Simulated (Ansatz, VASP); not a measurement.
# Cu3N in VASP and in Ansatz

Contents of INCAR:

```
PREC = Accurate ; ENCUT = 520
EDIFF = 1E-8 ; ISMEAR = -4
SIGMA = 0.1 ; LREAL = F
LASPH = T ; NELM = 120
ALGO = Normal ; ISIF = 2
LWAVE = F ; LCHARG = F
GGA = PE ; LEFG = T
NBANDS = 27 ; GGA_COMPAT = F
```

File KPOINTS:

```
Automatic mesh
0
Gamma
  10 10 10
```

The input POSCAR:

```
Cu3N
1.0
    3.8140000000      0.0000000000      0.0000000000
    0.0000000000      3.8140000000      0.0000000000
    0.0000000000      0.0000000000      3.8140000000
Cu N
3 1
Direct
    0.5000000000      0.0000000000      0.0000000000
    0.0000000000      0.5000000000      0.0000000000
    0.0000000000      0.0000000000      0.5000000000
    0.0000000000      0.0000000000      0.0000000000
```

Input for Ansatz:

```yaml
crystal:
  lattice:
    - [3.814, 0.0, 0.0]
    - [0.0, 3.814, 0.0]
    - [0.0, 0.0, 3.814]
  atoms:
    - { symbol: Cu, position: [0.5, 0.0, 0.0] }
    - { symbol: Cu, position: [0.0, 0.5, 0.0] }
    - { symbol: Cu, position: [0.0, 0.0, 0.5] }
    - { symbol: "N", position: [0.0, 0.0, 0.0] }
kpoints:
  mp_grid: { grid: [10, 10, 10] }
  band_path:
    path:
      - [0.0, 0.0, 0.0]
      - [0.0, 0.5, 0.0]
      - [0.5, 0.5, 0.0]
      - [0.0, 0.0, 0.0]
      - [0.5, 0.5, 0.5]
      - [0.0, 0.5, 0.0]
      - [0.5, 0.5, 0.5]
      - [0.5, 0.5, 0.0]
    npoints: 14
scf:
  occupations: { method: tetrahedron_uncorrected }
hamiltonian:
  xc: pbe
  pseudopotentials: { kind: paw }
output:
  forces: true
  stress: true
  eigenvalues: true
  efg: { contact_densities: true }
  populations: true
```

Alike in both runs: task electric field gradients; functional PBE; k mesh 10 × 10 × 10; no spin polarisation.

|  | VASP | Ansatz |
| --- | --- | --- |
| version | VASP 6.6.1 | Ansatz 0.2.0 |
| potentials or method | VASP PAW PBE potentials, release 64 (Cu, N) | PAW with Ansatz's default frozen-core files, scalar-relativistic |
| plane-wave cutoff (eV) | 520 | 420 |
| occupations | tetrahedron | tetrahedron-uncorrected |
| valence electrons in the cell | 38 | 62 |

|  | VASP | Ansatz | Ansatz less VASP |
| --- | --- | --- | --- |
| gap on the k mesh at the Fermi level (eV) | 0.21 | 0.19 | -0.023 |
| pressure (GPa) | 1.8 | 1.2 | -0.56 |

VASP's potentials hold 38 valence electrons a cell and Ansatz's 62, so a difference there can come from the potentials and not from the codes. Ansatz's warnings: band table not solved further.
